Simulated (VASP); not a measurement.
# AlN (P6_3mc) in VASP: further runs

The runs below take AlN through single point, with LDA, RPBE+D4.

All numbers are computed with VASP 6.6.1; they aren't measurements. Logs are shortened: lines on timing, memory, paths and dates and some standing lists are left out, and cuts for length are marked.

### 1 The cell of the first run

The structure is hexagonal, space group P6_3mc (No. 186). The conventional cell has a = 3.049 Å, b = 3.049 Å, c = 4.879 Å, α = 90.00°, β = 90.00°, γ = 120.00°. Al (site symmetry 3m) has 4 N at 1.85 to 1.86 Å within 2.5 Å. N (site symmetry 3m) has 4 Al at 1.85 to 1.86 Å within 2.5 Å.

### 2 Single point, LDA

The input, INCAR:

```
ALGO = Normal
EDIFF = 1E-7
ENCUT = 520
GGA = CA
ISIF = 2
ISMEAR = -1
LASPH = True
LCHARG = False
LREAL = False
LWAVE = False
NBANDS = 16
NELM = 100
PREC = Accurate
SIGMA = 0.05
```

The input, KPOINTS:

```
k-points
0
Gamma
  10 10 6
```

The input, POSCAR:

```
AlN
1.0
    3.0494515564      0.0000000000      0.0000000000
   -1.5247257782      2.6409025155      0.0000000000
    0.0000000000      0.0000000000      4.8793184075
Al N
2 2
Direct
    0.6666666667      0.3333333333      0.5000000000
    0.3333333333      0.6666666667      0.0000000000
    0.6666666667      0.3333333333      0.8800000000
    0.3333333333      0.6666666667      0.3800000000
```

Potentials or basis: VASP PAW LDA potentials, release 64 (Al, N).

Command:

```bash
cat potpaw_LDA.64/Al/POTCAR potpaw_LDA.64/N/POTCAR > POTCAR
mpirun -np 1 vasp_std > vasp.out
```

OUTCAR:

```text
EDIFF = 1E-7
   ENCUT = 520
   GGA = CA
   ISIF = 2
   ISMEAR = -1
   LASPH = True
   LREAL = False
   NELM = 100
   PREC = Accurate

 ion  position               nearest neighbor table
   1  0.667  0.333  0.500-   3 1.85   4 1.86   4 1.86   4 1.86   2 3.01   2 3.01   2 3.01   2 3.01
                             2 3.01   2 3.01
   2  0.333  0.667  0.000-   4 1.85   3 1.86   3 1.86   3 1.86   1 3.01   1 3.01   1 3.01   1 3.01
                             1 3.01   1 3.01
   3  0.667  0.333  0.880-   1 1.85   2 1.86   2 1.86   2 1.86
   4  0.333  0.667  0.380-   2 1.85   1 1.86   1 1.86   1 1.86

  LATTYP: Found a hexagonal cell.
 ALAT       =     3.0494515564
 C/A-ratio  =     1.6000642467

  Lattice vectors:

 A1 = (   3.0494515564,   0.0000000000,   0.0000000000)
 A2 = (  -1.5247257782,   2.6409025155,   0.0000000000)
 A3 = (   0.0000000000,   0.0000000000,   4.8793184075)

Analysis of symmetry for initial positions (statically):
=====================================================================
 Subroutine PRICEL returns:
 Original cell was already a primitive cell.

 Routine SETGRP: Setting up the symmetry group for a
 hexagonal supercell.

 Subroutine GETGRP returns: Found 12 space group operations
 (whereof  6 operations were pure point group operations)
 out of a pool of 24 trial point group operations.

The static configuration has the point symmetry C_3v.
 The point group associated with its full space group is C_6v.

Analysis of symmetry for dynamics (positions and initial velocities):
=====================================================================
 Subroutine PRICEL returns:
 Original cell was already a primitive cell.

 Routine SETGRP: Setting up the symmetry group for a
 hexagonal supercell.

 Subroutine GETGRP returns: Found 12 space group operations
 (whereof  6 operations were pure point group operations)
 out of a pool of 24 trial point group operations.

The dynamic configuration has the point symmetry C_3v.
 The point group associated with its full space group is C_6v.

 Subroutine INISYM returns: Found 12 space group operations
 (whereof  6 operations are pure point group operations),
 and found     1 'primitive' translations

----------------------------------------------------------------------------------------

                                     Primitive cell

  volume of cell :      39.2946

  direct lattice vectors                    reciprocal lattice vectors
     3.049451556  0.000000000  0.000000000     0.327927820  0.189329215  0.000000000
    -1.524725778  2.640902516  0.000000000     0.000000000  0.378658430  0.000000000
     0.000000000  0.000000000  4.879318407     0.000000000  0.000000000  0.204946658

  length of vectors
     3.049451556  3.049451556  4.879318407     0.378658430  0.378658430  0.204946658

  position of ions in fractional coordinates (direct lattice)
     0.666666667  0.333333333  0.500000000
     0.333333333  0.666666667  0.000000000
     0.666666667  0.333333333  0.880000000
     0.333333333  0.666666667  0.380000000

  ion indices of the primitive-cell ions
   primitive index   ion index
                 1           1
                 2           2
                 3           3
                 4           4

----------------------------------------------------------------------------------------

 KPOINTS: k-points

Automatic generation of k-mesh.
 Grid dimensions read from file:
 generate k-points for:   10   10    6

 Generating k-lattice:

  Cartesian coordinates                     Fractional coordinates (reciprocal lattice)
     0.032792782  0.018932921  0.000000000     0.100000000 -0.000000000  0.000000000
     0.000000000  0.037865843  0.000000000     0.000000000  0.100000000  0.000000000
     0.000000000  0.000000000  0.034157776     0.000000000  0.000000000  0.166666667

  Length of vectors
     0.037865843  0.037865843  0.034157776

  Shift w.r.t. Gamma in fractional coordinates (k-lattice)
     0.000000000  0.000000000  0.000000000

 Subroutine IBZKPT returns following result:
 ===========================================

 Found     56 irreducible k-points:

 Following reciprocal coordinates:
            Coordinates               Weight
  0.000000  0.000000  0.000000      1.000000
  0.100000 -0.000000  0.000000      6.000000
  0.200000 -0.000000  0.000000      6.000000
  0.300000 -0.000000  0.000000      6.000000
  0.400000 -0.000000  0.000000      6.000000
  0.500000 -0.000000  0.000000      3.000000
[... 16 lines left out ...]
  0.300000  0.100000  0.166667     24.000000
  0.400000  0.100000  0.166667     24.000000
 [... further k-points ...]
   k-points           NKPTS =     56   k-points in BZ     NKDIM =     56   number of bands    NBANDS=     16
   number of dos      NEDOS =    301   number of ions     NIONS =      4
   total plane-waves  NPLWV =  20736
   dimension x,y,z NGX =    24 NGY =   24 NGZ =   36
   dimension x,y,z NGXF=    48 NGYF=   48 NGZF=   72
[... 69 lines left out ...]
  band No.  band energies     occupation
      1      -8.9144      2.00000
      2      -6.4920      2.00000
      3       0.1577      2.00000
      4       5.6061      2.00000
      5       5.6061      2.00000
      6       6.2757      2.00000
[... 8 lines left out ...]
     15      20.0139      0.00000
     16      20.0189      0.00000

 k-point     2 :       0.1000   -0.0000    0.0000
  band No.  band energies     occupation
      1      -8.7752      2.00000
      2      -6.4115      2.00000
      3       0.3171      2.00000
      4       4.9994      2.00000
      5       5.4301      2.00000
      6       5.7180      2.00000
[... 8 lines left out ...]
     15      19.9418      0.00000
     16      20.0095      0.00000

 k-point     3 :       0.2000   -0.0000    0.0000
  band No.  band energies     occupation
      1      -8.3738      2.00000
      2      -6.2008      2.00000
      3       0.7835      2.00000
      4       3.6290      2.00000
      5       4.5870      2.00000
      6       5.0526      2.00000
[... 8 lines left out ...]
     15      19.1586      0.00000
     16      19.4241      0.00000

 k-point     4 :       0.3000   -0.0000    0.0000
  band No.  band energies     occupation
      1      -7.7673      2.00000
      2      -5.9608      2.00000
      3       1.5140      2.00000
      4       2.1948      2.00000
      5       3.4154      2.00000
      6       4.6711      2.00000
[... 8 lines left out ...]
     15      19.0399      0.00000
     16      20.8195      0.00000

 k-point     5 :       0.4000   -0.0000    0.0000
  band No.  band energies     occupation
      1      -7.0909      2.00000
      2      -5.8610      2.00000
      3       1.1497      2.00000
      4       2.3888      2.00000
      5       2.5197      2.00000
      6       4.4029      2.00000
[... 8 lines left out ...]
     15      19.2793      0.00000
     16      22.0300      0.00000

 k-point     6 :       0.5000   -0.0000    0.0000
  band No.  band energies     occupation
      1      -6.7060      2.00000
      2      -5.9246      2.00000
      3       0.7735      2.00000
      4       2.1603      2.00000
      5       2.9619      2.00000
      6       4.3075      2.00000
[... 8 lines left out ...]
     15      19.6380      0.00000
     16      22.1752      0.00000
[... 267 lines left out ...]
 k-point    21 :       0.1000    0.1000    0.1667
  band No.  band energies     occupation
      1      -8.3936      2.00000
      2      -6.4817      2.00000
      3       0.9646      2.00000
      4       4.3405      2.00000
      5       4.3901      2.00000
      6       5.3102      2.00000
[... 8 lines left out ...]
     15      19.3794      0.00000
     16      20.1967      0.00000

 k-point    22 :       0.2000    0.1000    0.1667
  band No.  band energies     occupation
      1      -7.8958      2.00000
      2      -6.2120      2.00000
      3       1.3768      2.00000
      4       3.0663      2.00000
      5       3.5463      2.00000
      6       4.7726      2.00000
[... 8 lines left out ...]
     15      19.3436      0.00000
     16      20.5763      0.00000

 k-point    23 :       0.3000    0.1000    0.1667
  band No.  band energies     occupation
      1      -7.2579      2.00000
      2      -5.9746      2.00000
      3       1.3418      2.00000
      4       2.2737      2.00000
      5       3.0184      2.00000
      6       4.2672      2.00000
[... 8 lines left out ...]
     15      19.3429      0.00000
     16      21.3631      0.00000

 k-point    24 :       0.4000    0.1000    0.1667
  band No.  band energies     occupation
      1      -6.6893      2.00000
      2      -5.9328      2.00000
      3       0.8047      2.00000
      4       1.9047      2.00000
      5       3.2533      2.00000
      6       4.0950      2.00000
[... 8 lines left out ...]
     15      19.4853      0.00000
     16      21.9046      0.00000

 [... further k-points ...]

------------------------ aborting loop because EDIFF is reached ----------------------------------------

  FORCE on cell =-STRESS in cart. coord.  units (eV):
  Direction    XX          YY          ZZ          XY          YZ          ZX
  --------------------------------------------------------------------------------------
  -------------------------------------------------------------------------------------
  Total        2.2518382      2.2518382      2.5749210      0.0000000      0.0000000     -0.0000000
  in kB       91.8151828     91.8151828    104.9883773      0.0000000      0.0000000     -0.0000000
  external PRESSURE =      96.2062476 kB  Pullay stress =       0.0000000 kB

 VOLUME and BASIS-vectors are now :
 -----------------------------------------------------------------------------
  energy-cutoff  :      520.00
  volume of cell :       39.29
      direct lattice vectors                 reciprocal lattice vectors
     3.049451556  0.000000000  0.000000000     0.327927820  0.189329215  0.000000000
    -1.524725778  2.640902516  0.000000000     0.000000000  0.378658430  0.000000000
     0.000000000  0.000000000  4.879318407     0.000000000  0.000000000  0.204946658

 POSITION                                       TOTAL-FORCE (eV/Angst)
 -----------------------------------------------------------------------------------
      1.52473      0.88030      2.43966         0.000000     -0.000000     -0.169313
     -0.00000      1.76060      0.00000         0.000000     -0.000000     -0.169313
      1.52473      0.88030      4.29380         0.000000      0.000000      0.169313
     -0.00000      1.76060      1.85414        -0.000000     -0.000000      0.169313
 -----------------------------------------------------------------------------------
    total drift:                               -0.000000     -0.000000      0.000041

  FREE ENERGIE OF THE ION-ELECTRON SYSTEM (eV)
  ---------------------------------------------------
  free  energy   TOTEN  =       -32.7903772535 eV

  energy  without entropy=      -32.7903772535  energy(sigma->0) =      -32.79037725
```

Run time: 40 s. Hardware: 1 thread of Intel Xeon 8259CL, shared host; peak memory 0.15 GiB.

What came out:

* Free energy: -32.7904 eV
* Pressure: 9.6 GPa
* Largest force: 0.169 eV/Å
* Band gap on the k mesh: 4.80 eV

Forces in eV/Å, atoms in the order of the input:
```
Al   0.000  0.000 -0.169
Al   0.000  0.000 -0.169
N    0.000  0.000  0.169
N    0.000  0.000  0.169
```

Stress tensor (GPa, compression positive):
```
 9.18  0.00  0.00
 0.00  9.18  0.00
 0.00  0.00 10.50
```

Levels at points of the mesh, in eV from the valence-band top:
```
           k point  band 5  band 6  band 7  band 8  band 9  band 10  band 11  band 12
(0.00, 0.00, 0.00)   -0.86   -0.19   -0.19    0.00    4.80     7.09    10.98    11.41
(0.50, 0.00, 0.00)   -3.51   -2.16   -1.89   -0.68    5.82     5.88     8.65    10.61
(0.00, 0.00, 0.50)   -0.54   -0.54   -0.54   -0.54    6.96     6.96    10.67    10.67
(0.50, 0.00, 0.50)   -1.50   -1.50   -1.42   -1.42    5.41     5.41     9.49     9.49
```

Caveat: the cell stands under pressure. A hybrid or GW would open this gap; LDA tends to underestimate it.

### 3 Single point, RPBE+D4

The input, INCAR:

```
SYSTEM = AlN
ALGO = Normal ; EDIFF = 1E-6
ENCUT = 520 ; GGA = RP
ISIF = 2 ; ISMEAR = -1
IVDW = 13 ; LASPH = .True.
LCHARG = .True. ; LELF = .True.
LREAL = .False. ; LVHAR = .True.
LWAVE = .False. ; NBANDS = 16
NELM = 60 ; PREC = Accurate
SIGMA = 0.05
```

The input, KPOINTS:

```
k-points
0
Gamma
  10 10 6
  0 0 0
```

POSCAR is that of step 2.

Potentials or basis: VASP PAW PBE potentials, release 64 (Al, N).

Command:

```bash
cat potpaw_PBE.64/Al/POTCAR potpaw_PBE.64/N/POTCAR > POTCAR
mpirun -np 1 vasp_std > vasp.out
```

It took 42 s on 1 thread of Intel Xeon 8259CL, shared host; peak memory 0.16 GiB.

Results (log left out):

| Item | Value |
| --- | --- |
| Free energy | -30.8440 eV |
| Pressure | 9.2 GPa |
| Largest force | 0.171 eV/Å |
| Band gap on the k mesh | 4.82 eV |
| Dispersion energy per atom | -0.685 eV |

Forces on the atoms (eV/Å):
```
Al   0.000  0.000 -0.171
Al   0.000  0.000 -0.171
N    0.000  0.000  0.171
N    0.000  0.000  0.171
```

Stress tensor (GPa, compression positive):
```
 8.70  0.00  0.00
 0.00  8.70  0.00
 0.00  0.00 10.14
```

Levels at points of the mesh, in eV from the valence-band top:
| k point | band 4 | band 5 | band 6 | band 7 | band 8 | band 9 | band 10 | band 11 | band 12 | band 13 |
| --- | --- | --- | --- | --- | --- | --- | --- | --- | --- | --- |
| (0.00, 0.00, 0.00) | -0.86 | -0.86 | -0.20 | -0.20 | 0.00 | 4.82 | 7.30 | 11.21 | 11.71 | 11.71 |
| (0.50, 0.00, 0.00) | -4.25 | -3.46 | -2.13 | -1.84 | -0.67 | 6.01 | 6.12 | 8.83 | 10.83 | 11.34 |
| (0.00, 0.00, 0.50) | -3.41 | -0.54 | -0.54 | -0.54 | -0.54 | 7.08 | 7.08 | 10.96 | 10.96 | 12.03 |
| (0.50, 0.00, 0.50) | -5.79 | -1.48 | -1.48 | -1.40 | -1.40 | 5.60 | 5.60 | 9.76 | 9.76 | 12.69 |

Caveat: the cell stands under pressure; the PAW data sets were made with another functional, which shifts forces and pressure a little.

### 4 Single point, LDA

This run uses another cell than the first one, of 10.03 Å³/atom.

The input, INCAR:

```
PREC = Accurate
ENCUT = 520
EDIFF = 1E-7
ISMEAR = -1
SIGMA = 0.05
LREAL = F
LASPH = T
NELM = 100
ALGO = Normal
ISIF = 2
LWAVE = F
LCHARG = F
NBANDS = 16
```

The input, KPOINTS:

```
regular mesh
0
Gamma
  10 10 6
```

The input, POSCAR:

```
AlN
1.0
    3.0709272750      0.0000000000      0.0000000000
   -1.5354636375      2.6595010333      0.0000000000
    0.0000000000      0.0000000000      4.9136809369
Al N
2 2
Direct
    0.6666666667      0.3333333333      0.5000000000
    0.3333333333      0.6666666667      0.0000000000
    0.6666666667      0.3333333333      0.8800000000
    0.3333333333      0.6666666667      0.3800000000
```

Potentials or basis: VASP PAW LDA potentials, release 64 (Al, N).

Command:

```bash
cat potpaw_LDA.64/Al/POTCAR potpaw_LDA.64/N/POTCAR > POTCAR
mpirun -np 1 vasp_std > vasp.out
```

Run time: 40 s. Hardware: 1 thread of Intel Xeon 8259CL, shared host; peak memory 0.15 GiB.

It converged, with:

```
Free energy            : -32.8277 eV
Pressure               : 4.6 GPa
Largest force          : 0.151 eV/Å
Band gap on the k mesh : 4.61 eV
```

Forces on the atoms (eV/Å):
```
Al   0.000  0.000 -0.151
Al   0.000  0.000 -0.151
N    0.000  0.000  0.151
N    0.000  0.000  0.151
```

Stress tensor (GPa, compression positive):
```
4.10 0.00 0.00
0.00 4.10 0.00
0.00 0.00 5.56
```

Levels at points of the mesh, in eV from the valence-band top:
```
           k point  band 5  band 6  band 7  band 8  band 9  band 10  band 11  band 12
(0.00, 0.00, 0.00)   -0.85   -0.19   -0.19    0.00    4.61     6.91    10.81    11.26
(0.50, 0.00, 0.00)   -3.46   -2.13   -1.86   -0.67    5.77     5.81     8.46    10.46
(0.00, 0.00, 0.50)   -0.53   -0.53   -0.53   -0.53    6.78     6.78    10.49    10.49
(0.50, 0.00, 0.50)   -1.49   -1.49   -1.40   -1.40    5.34     5.34     9.36     9.36
```

Caveat: the cell stands under pressure.

### 5 Single point, RPBE+D4

This run uses another cell than the first one, of 10.03 Å³/atom.

The input, INCAR:

```
ALGO = Normal
EDIFF = 1E-6
ENCUT = 520
GGA = RP
ISIF = 2
ISMEAR = -1
IVDW = 13
LASPH = T
LCHARG = F
LREAL = F
LWAVE = F
NBANDS = 16
NELM = 60
PREC = Accurate
SIGMA = 0.05
```

The input, KPOINTS:

```
k-points
0
Gamma
  10 10 6
```

POSCAR is that of step 4.

Potentials or basis: VASP PAW PBE potentials, release 64 (Al, N).

Command:

```bash
cat potpaw_PBE.64/Al/POTCAR potpaw_PBE.64/N/POTCAR > POTCAR
mpirun -np 1 vasp_std > vasp.out
```

Run time: 41 s. Hardware: 1 thread of Intel Xeon 8259CL, shared host; peak memory 0.17 GiB.

Results (log left out):

```yaml
Free_energy: -30.8794 eV
Pressure: 4.3 GPa
Largest_force: 0.154 eV/Å
Band_gap_on_the_k_mesh: 4.63 eV
Dispersion_energy_per_atom: -0.669 eV
```

Forces in eV/Å, atoms in the order of the input:
```
Al   0.000  0.000 -0.154
Al   0.000  0.000 -0.154
N    0.000  0.000  0.154
N    0.000  0.000  0.154
```

Stress tensor (GPa, compression positive):
```
3.81 0.00 0.00
0.00 3.81 0.00
0.00 0.00 5.38
```

Levels at points of the mesh, in eV from the valence-band top:
| k point | band 5 | band 6 | band 7 | band 8 | band 9 | band 10 | band 11 | band 12 |
| --- | --- | --- | --- | --- | --- | --- | --- | --- |
| (0.00, 0.00, 0.00) | -0.85 | -0.19 | -0.19 | 0.00 | 4.63 | 7.11 | 11.04 | 11.55 |
| (0.50, 0.00, 0.00) | -3.41 | -2.11 | -1.81 | -0.67 | 5.97 | 6.05 | 8.64 | 10.68 |
| (0.00, 0.00, 0.50) | -0.53 | -0.53 | -0.53 | -0.53 | 6.89 | 6.89 | 10.78 | 10.78 |
| (0.50, 0.00, 0.50) | -1.46 | -1.46 | -1.38 | -1.38 | 5.53 | 5.53 | 9.63 | 9.63 |

Caveat: the cell stands under pressure; the PAW data sets were made with another functional, which shifts forces and pressure a little. Expect the measured gap to be larger: semilocal functionals such as RPBE lack the derivative discontinuity.

### 6 Overview

```csv
level,potentials or basis,cell,gap on the mesh (eV),pressure (GPa),largest force (eV/Å)
LDA,"VASP PAW LDA potentials, release 64 (Al, N)","a = 3.049, b = 3.049, c = 4.879 Å, angles 90.0, 90.0, 120.0°, 4 atoms",4.80,9.6,0.17
RPBE+D4,"VASP PAW PBE potentials, release 64 (Al, N)","a = 3.049, b = 3.049, c = 4.879 Å, angles 90.0, 90.0, 120.0°, 4 atoms",4.82,9.2,0.17
LDA,"VASP PAW LDA potentials, release 64 (Al, N)","a = 3.071, b = 3.071, c = 4.914 Å, angles 90.0, 90.0, 120.0°, 4 atoms",4.61,4.6,0.15
RPBE+D4,"VASP PAW PBE potentials, release 64 (Al, N)","a = 3.071, b = 3.071, c = 4.914 Å, angles 90.0, 90.0, 120.0°, 4 atoms",4.63,4.3,0.15
```

Alike in all rows: task single point; no spin polarisation; k mesh 10 × 10 × 6; cutoff (eV) 520; smearing fermi-dirac 0.05 eV.

Caveats: the cell stands under pressure; the PAW data sets were made with another functional, which shifts forces and pressure a little (at least some runs).

Absolute energies hang on the potentials; compare differences alone.
